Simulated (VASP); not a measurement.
A run of VASP 6.6.1:

Contents of INCAR:

```
PREC     = Accurate       # precision mode
ENCUT    = 520            # plane-wave cutoff, eV
EDIFF    = 1E-6           # SCF threshold, eV
ISMEAR   = -1             # smearing method
SIGMA    = 0.05           # smearing width, eV
LREAL    = False          # projectors in reciprocal space
LASPH    = True           # aspherical terms in the spheres
NELM     = 80             # most SCF steps
ALGO     = Normal         # electronic algorithm
ISIF     = 2              # what is computed and relaxed
LWAVE    = False          # write WAVECAR
LCHARG   = False          # write CHGCAR
GGA      = PE             # functional
NBANDS   = 20             # bands
```

KPOINTS

```
Automatic mesh
0
Gamma
  20 20 20
```

POSCAR

```
Ga
1.0
   -1.9964601512      1.9964601512      1.0446023991
    1.9964601512     -1.9964601512      1.0446023991
    1.9964601512      1.9964601512     -1.0446023991
Ga
2
Direct
   -0.3750000000     -0.1250000000     -0.2500000000
    0.3750000000      0.1250000000      0.2500000000
```

Potentials or basis: VASP PAW PBE potentials, release 64 (Ga_d).

Launch:

```console
$ cat potpaw_PBE.64/Ga_d/POTCAR > POTCAR
$ mpirun -np 1 vasp_std > vasp.out
```

Hardware: 1 thread of Intel(R) Xeon(R) 6975P-C (Granite Rapids) (shared host).

Q: How long does it take, and how much memory?

A: Run time: 63 s on 1 thread of Intel(R) Xeon(R) 6975P-C (Granite Rapids) (shared host), peak memory 0.28 GiB. Counts: scf iterations 12, k points 641.
